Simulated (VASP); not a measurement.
# PrSn2BrO4 (P4/mmm) in VASP: single point with PBE

Aim: the single point of PrSn2BrO4 with PBE.

Program: VASP 6.6.1. These are calculated values, not measurements. Logs are shortened: lines on timing, memory, paths and dates and some standing lists are left out, and cuts for length are marked.

## Step 1: The cell of the first run

The structure is tetragonal, space group P4/mmm (No. 123). The conventional cell has a = 3.757 Å, b = 3.757 Å, c = 8.897 Å, α = 90.00°, β = 90.00°, γ = 90.00°. Sn (site symmetry 4mm) has 4 O at 2.17 Å within 2.9 Å. Within 2.9 Å of O (site symmetry 2mm) lie 2 Sn at 2.17 Å and 2 Pr at 2.30 Å and 5 O at 2.66 to 2.67 Å. Br (site symmetry 4/mmm) has 8 Sn at 3.35 Å and 8 O at 3.64 Å and 4 Br at 3.76 Å and 2 Pr at 4.45 Å within 4.5 Å. Within 3.0 Å of Pr (site symmetry 4/mmm) lie 8 O at 2.30 Å.

## Step 2: Single point, PBE

File POSCAR:

```
PrSn2BrO4
1.0
    3.7565477500      0.0000000000      0.0000000000
    0.0000000000      3.7565477500      0.0000000000
    0.0000000000      0.0000000000      8.8974452000
Sn O Br Pr
2 4 1 1
Direct
    0.5000000000      0.5000000000      0.7285000000
    0.5000000000      0.5000000000      0.2715000000
    0.5000000000      0.0000000000      0.8500000000
    0.0000000000      0.5000000000      0.8500000000
    0.5000000000      0.0000000000      0.1500000000
    0.0000000000      0.5000000000      0.1500000000
    0.0000000000      0.0000000000      0.5000000000
    0.0000000000      0.0000000000      0.0000000000
```

File INCAR.step1:

```
SYSTEM = PrSn2BrO4
PREC     = Accurate       ! precision mode
ENCUT    = 520            ! plane-wave cutoff, eV
EDIFF    = 1E-6           ! SCF threshold, eV
ISMEAR   = -1             ! smearing method
SIGMA    = 0.1            ! smearing width, eV
LREAL    = .False.        ! projectors in reciprocal space
LASPH    = .True.         ! aspherical terms in the spheres
NELM     = 100            ! most SCF steps
ALGO     = Normal         ! electronic algorithm
ISIF     = 2              ! what is computed and relaxed
LWAVE    = .False.        ! write WAVECAR
LCHARG   = .True.         ! write CHGCAR
LMAXMIX  = 6              ! l up to which the mixer works
GGA      = PE             ! functional
NBANDS   = 46             ! bands
```

File KPOINTS.step1:

```
Automatic mesh
0
Gamma
  5 5 2
  0.5 0.5 0.5
```

File INCAR.step2:

```
SYSTEM = PrSn2BrO4
PREC     = Accurate       ! precision mode
ENCUT    = 520            ! plane-wave cutoff, eV
EDIFF    = 1E-6           ! SCF threshold, eV
ISMEAR   = -5             ! smearing method
SIGMA    = 0.1            ! smearing width, eV
LREAL    = .False.        ! projectors in reciprocal space
LASPH    = .True.         ! aspherical terms in the spheres
NELM     = 100            ! most SCF steps
ALGO     = Normal         ! electronic algorithm
ISIF     = 2              ! what is computed and relaxed
LWAVE    = .False.        ! write WAVECAR
LCHARG   = .False.        ! write CHGCAR
LMAXMIX  = 6              ! l up to which the mixer works
GGA      = PE             ! functional
LORBIT   = 10             ! projections on sites
NEDOS    = 1001           ! points of the DOS
ICHARG   = 11             ! starting density
```

File KPOINTS.step2:

```
Automatic mesh
0
Gamma
  8 8 3
  0 0 0
```

Potentials or basis: VASP PAW PBE potentials, release 64 (Sn_d, O, Br, Pr).

Started as:

```bash
cat potpaw_PBE.64/Sn_d/POTCAR potpaw_PBE.64/O/POTCAR potpaw_PBE.64/Br/POTCAR potpaw_PBE.64/Pr/POTCAR > POTCAR
cp INCAR.step1 INCAR
cp KPOINTS.step1 KPOINTS
mpirun -np 1 vasp_std > vasp.out
cp INCAR.step2 INCAR
cp KPOINTS.step2 KPOINTS
mpirun -np 1 vasp_std > vasp.out
```

OUTCAR:

```text
SYSTEM = PrSn2BrO4
   PREC = Accurate
   ENCUT = 520
   EDIFF = 1E-6
   ISMEAR = -5
   LREAL = .False.
   LASPH = .True.
   NELM = 100
   ISIF = 2
   GGA = PE
   LORBIT = 10
   ICHARG = 11

 ion  position               nearest neighbor table
   1  0.500  0.500  0.728-   3 2.17   4 2.17   3 2.17   4 2.17   8 3.59   8 3.59   8 3.59   8 3.59

   2  0.500  0.500  0.272-   5 2.17   6 2.17   5 2.17   6 2.17   8 3.59   8 3.59   8 3.59   8 3.59

   3  0.500  0.000  0.850-   1 2.17   1 2.17   8 2.30   8 2.30
   4  0.000  0.500  0.850-   1 2.17   1 2.17   8 2.30   8 2.30
   5  0.500  0.000  0.150-   2 2.17   2 2.17   8 2.30   8 2.30
   6  0.000  0.500  0.150-   2 2.17   2 2.17   8 2.30   8 2.30
   7  0.000  0.000  0.500-
   8  0.000  0.000  0.000-   3 2.30   4 2.30   5 2.30   6 2.30   4 2.30   6 2.30   3 2.30   5 2.30
                             1 3.59   2 3.59   1 3.59   2 3.59   1 3.59   2 3.59   1 3.59   2 3.59

  LATTYP: Found a simple tetragonal cell.
 ALAT       =     3.7565477500
 C/A-ratio  =     2.3685164657

  Lattice vectors:

 A1 = (   3.7565477500,   0.0000000000,   0.0000000000)
 A2 = (   0.0000000000,   3.7565477500,   0.0000000000)
 A3 = (   0.0000000000,   0.0000000000,   8.8974452000)

Analysis of symmetry for initial positions (statically):
=====================================================================
 Subroutine PRICEL returns:
 Original cell was already a primitive cell.

 Routine SETGRP: Setting up the symmetry group for a
 simple tetragonal supercell.

 Subroutine GETGRP returns: Found 16 space group operations
 (whereof 16 operations were pure point group operations)
 out of a pool of 16 trial point group operations.

The static configuration has the point symmetry D_4h.

Analysis of symmetry for dynamics (positions and initial velocities):
=====================================================================
 Subroutine PRICEL returns:
 Original cell was already a primitive cell.

 Routine SETGRP: Setting up the symmetry group for a
 simple tetragonal supercell.

 Subroutine GETGRP returns: Found 16 space group operations
 (whereof 16 operations were pure point group operations)
 out of a pool of 16 trial point group operations.

The dynamic configuration has the point symmetry D_4h.

 Subroutine INISYM returns: Found 16 space group operations
 (whereof 16 operations are pure point group operations),
 and found     1 'primitive' translations

----------------------------------------------------------------------------------------

                                     Primitive cell

  volume of cell :     125.5576

  direct lattice vectors                    reciprocal lattice vectors
     3.756547750  0.000000000  0.000000000     0.266201860  0.000000000  0.000000000
     0.000000000  3.756547750  0.000000000     0.000000000  0.266201860  0.000000000
     0.000000000  0.000000000  8.897445200     0.000000000  0.000000000  0.112391813

  length of vectors
     3.756547750  3.756547750  8.897445200     0.266201860  0.266201860  0.112391813

  position of ions in fractional coordinates (direct lattice)
     0.500000000  0.500000000  0.728500000
     0.500000000  0.500000000  0.271500000
     0.500000000  0.000000000  0.850000000
     0.000000000  0.500000000  0.850000000
     0.500000000  0.000000000  0.150000000
     0.000000000  0.500000000  0.150000000
     0.000000000  0.000000000  0.500000000
     0.000000000  0.000000000  0.000000000

  ion indices of the primitive-cell ions
   primitive index   ion index
                 1           1
                 2           2
                 3           3
                 4           4
                 5           5
                 6           6
                 7           7
                 8           8

----------------------------------------------------------------------------------------

 KPOINTS: Automatic mesh

Automatic generation of k-mesh.
 Grid dimensions read from file:
 generate k-points for:    8    8    3

 Generating k-lattice:

  Cartesian coordinates                     Fractional coordinates (reciprocal lattice)
     0.033275233  0.000000000  0.000000000     0.125000000  0.000000000  0.000000000
     0.000000000  0.033275233  0.000000000     0.000000000  0.125000000  0.000000000
     0.000000000  0.000000000  0.037463938     0.000000000  0.000000000  0.333333333

  Length of vectors
     0.033275233  0.033275233  0.037463938

  Shift w.r.t. Gamma in fractional coordinates (k-lattice)
     0.000000000  0.000000000  0.000000000

 TETIRR: Found    292 inequivalent tetrahedra from     1152

 Subroutine IBZKPT returns following result:
 ===========================================

 Found     30 irreducible k-points:

 Following reciprocal coordinates:
            Coordinates               Weight
  0.000000  0.000000  0.000000      1.000000
  0.125000  0.000000  0.000000      4.000000
  0.250000  0.000000  0.000000      4.000000
  0.375000  0.000000  0.000000      4.000000
  0.500000  0.000000  0.000000      2.000000
  0.125000  0.125000  0.000000      4.000000
[... 16 lines left out ...]
  0.375000  0.125000  0.333333     16.000000
  0.500000  0.125000  0.333333      8.000000
 [... further k-points ...]
   k-points           NKPTS =     30   k-points in BZ     NKDIM =     30   number of bands    NBANDS=     43
   number of dos      NEDOS =   1001   number of ions     NIONS =      8
   total plane-waves  NPLWV =  54880
   dimension x,y,z NGX =    28 NGY =   28 NGZ =   70
   dimension x,y,z NGXF=    56 NGYF=   56 NGZF=  140
   ions per type =               2   4   1   1
   NGX,Y,Z   is equivalent  to a cutoff of  12.39, 12.39, 13.08 a.u.
   NGXF,Y,Z  is equivalent  to a cutoff of  24.78, 24.78, 26.16 a.u.
 SYSTEM =  PrSn2BrO4
   PREC   = accura    normal or accurate (medium, high low for compatibility)
   ISTART =      0    job   : 0-new  1-cont  2-samecut
   ICHARG =     11    charge: 1-file 2-atom 10-const
   ISPIN  =      1    spin polarized calculation?
   LNONCOLLINEAR =      F non collinear calculations
   LSORBIT =      F    spin-orbit coupling
   LASPH  =      T    aspherical Exc in radial PAW
   ENCUT  =  520.0 eV  38.22 Ry    6.18 a.u.   6.98  6.98 16.54*2*pi/ulx,y,z
   NELM   =    100;   NELMIN=  2; NELMDL=  0     # of ELM steps
   EDIFF  = 0.1E-05   stopping-criterion for ELM
   LREAL  =      F    real-space projection
   EDIFFG = 0.1E-04   stopping-criterion for IOM
   NSW    =      0    number of steps for IOM
   IBRION =     -1    ionic relax: 0-MD 1-quasi-New 2-CG
   NFREE  =      0    steps in history (QN), initial steepest desc. (CG)
   ISIF   =      2    stress and relaxation
   ISYM   =      2    0-nonsym 1-usesym 2-fastsym
   POTIM  = 0.5000    time-step for ionic-motion
   TEBEG  =    0.0;   TEEND  =   0.0 temperature during run
   PSTRESS=    0.0 pullay stress
   NELECT =      72.0000    total number of electrons
   NUPDOWN=      -1.0000    fix difference up-down
   EMIN   =  10.00;   EMAX   =-10.00  energy-range for DOS
   EFERMI =   0.00;   METHOD = LEGACY
   ISMEAR =    -5;   SIGMA  =   0.10  broadening in eV -4-tet -1-fermi 0-gaus
   EFERMI_NEDOS =   21; number of points for ismear=-14 and -15
   IALGO  =     38    algorithm
   IMIX   =      4    mixing-type and parameters
     AMIX     =   0.40;   BMIX     =  1.00
     AMIX_MAG =   1.60;   BMIX_MAG =  1.00
  volume/ion in A,a.u.               =      15.69       105.91
  Fermi-wavevector in a.u.,A,eV,Ry     =   1.360101  2.570219 25.169088  1.849876
  Thomas-Fermi vector in A             =   2.486792
   LORBIT       =     10    0 simple, 1 ext, 2 COOP (PROOUT), +10 PAW based schemes
   GGA     = PE    functional components
   LHFCALC =     F    Hartree Fock is set to
   AEXX    =    0.0000 exact exchange contribution
   IVDW    =     0    specifies the selected vdW correction
   LEPSILON=     F    determine dielectric tensor
   LRPA    =     F    only Hartree local field effects (RPA)
 non-spin polarized calculation
 Fermi weights with tetrahedron method with Bloechl corrections
  energy-cutoff  :      520.00
  volume of cell :      125.56
 maximum number of plane-waves:      3416
 NGX is ok and might be reduce to    28

 number of electron      71.9999996 magnetization

 Free energy of the ion-electron system (eV)
  ---------------------------------------------------
  ext. energy  EPLUGINS =         0.00000000
  ---------------------------------------------------
  free energy    TOTEN  =       -49.33522286 eV

  energy without entropy =      -49.33522286  energy(sigma->0) =      -49.33522286

 E-fermi :   6.7049     XC(G=0): -10.7871

 val. band max:        6.7650562751   @ k =   0.3750   0.0000   0.3333
 cond. band min:       6.7065351738   @ k =   0.5000   0.0000   0.0000
 fundamental gap:     -0.0585211013
 Fermi energy:         6.7048554785

 k-point     1 :       0.0000    0.0000    0.0000
  band No.  band energies     occupation
      1     -28.6449      2.00000
      2     -14.8143      2.00000
      3     -14.7926      2.00000
      4     -14.5093      2.00000
      5     -14.4596      2.00000
      6     -14.4556      2.00000
[... 35 lines left out ...]
     42       7.4045      0.00000
     43       7.5296      0.00000
[... 1017 lines left out ...]
      3     -14.7986      2.00000
      4     -14.7394      2.00000
      5     -14.6711      2.00000
      6     -14.4485      2.00000
[... 35 lines left out ...]
     42       7.2826      0.00000
     43       7.3282      0.00000

 [... further k-points ...]

------------------------ aborting loop because EDIFF is reached ----------------------------------------

  FORCE on cell =-STRESS in cart. coord.  units (eV):
  Direction    XX          YY          ZZ          XY          YZ          ZX
  --------------------------------------------------------------------------------------
  -------------------------------------------------------------------------------------
  Total        2.1641062      2.1641062     -2.3257565      0.0000000      0.0000000     -0.0000000
  in kB       27.6150612     27.6150612    -29.6777984      0.0000000      0.0000000     -0.0000000
  external PRESSURE =       8.5174413 kB  Pullay stress =       0.0000000 kB

 VOLUME and BASIS-vectors are now :
 -----------------------------------------------------------------------------
  energy-cutoff  :      520.00
  volume of cell :      125.56
      direct lattice vectors                 reciprocal lattice vectors
     3.756547750  0.000000000  0.000000000     0.266201860  0.000000000  0.000000000
     0.000000000  3.756547750  0.000000000     0.000000000  0.266201860  0.000000000
     0.000000000  0.000000000  8.897445200     0.000000000  0.000000000  0.112391813

 POSITION                                       TOTAL-FORCE (eV/Angst)
 -----------------------------------------------------------------------------------
      1.87827      1.87827      6.48179        -0.000000     -0.000000     -1.538795
      1.87827      1.87827      2.41566         0.000000      0.000000      1.538795
      1.87827      0.00000      7.56283        -0.000000     -0.000000      0.129380
      0.00000      1.87827      7.56283        -0.000000      0.000000      0.129380
      1.87827      0.00000      1.33462        -0.000000     -0.000000     -0.129380
      0.00000      1.87827      1.33462        -0.000000     -0.000000     -0.129380
      0.00000      0.00000      4.44872        -0.000000     -0.000000      0.000000
      0.00000      0.00000      0.00000        -0.000000     -0.000000      0.000000
 -----------------------------------------------------------------------------------
    total drift:                                0.000000      0.000000     -0.000000

  FREE ENERGIE OF THE ION-ELECTRON SYSTEM (eV)
  ---------------------------------------------------
  free  energy   TOTEN  =       -49.3352228582 eV

  energy  without entropy=      -49.3352228582  energy(sigma->0) =      -49.33522286

 total charge

# of ion       s       p       d       f       tot
--------------------------------------------------
    1        1.275   0.786  10.124   0.000  12.185
    2        1.275   0.786  10.124   0.000  12.185
    3        1.581   3.474   0.000   0.000   5.055
    4        1.581   3.474   0.000   0.000   5.055
    5        1.581   3.474   0.000   0.000   5.055
    6        1.581   3.474   0.000   0.000   5.055
    7        1.623   3.246   0.017   0.000   4.886
    8        1.958   5.429   0.617   1.666   9.670
--------------------------------------------------
tot         12.454  24.144  20.882   1.666  59.146
```

It took 8.3 min on 1 thread of AMD EPYC 7R43 (Zen 3), shared host; peak memory 0.29 GiB.

Results:

```yaml
Valence_electrons_inside_the_program's_atomic_spheres: Sn 12.19; O 5.05; Br 4.89; Pr 9.67
```

Levels at points of the mesh, in eV from the Fermi level:
```csv
k point,band 33,band 34,band 35,band 36,band 37,band 38,band 39,band 40
"(0.00, 0.00, 0.00)",-2.56,-2.05,-2.05,-0.27,-0.03,0.15,0.15,0.56
"(0.50, 0.00, 0.00)",-2.47,-1.74,-0.54,-0.22,0.00,0.06,0.15,0.25
"(0.50, 0.50, 0.00)",-2.43,-2.37,-2.20,-1.00,0.04,0.04,0.05,0.18
```

Caveat: spin-orbit coupling is left out, which moves the levels of the heavy elements; the run has no spin polarisation, though such a crystal can be magnetic; semilocal functionals describe open f shells poorly, which spoils levels, moments and volumes.
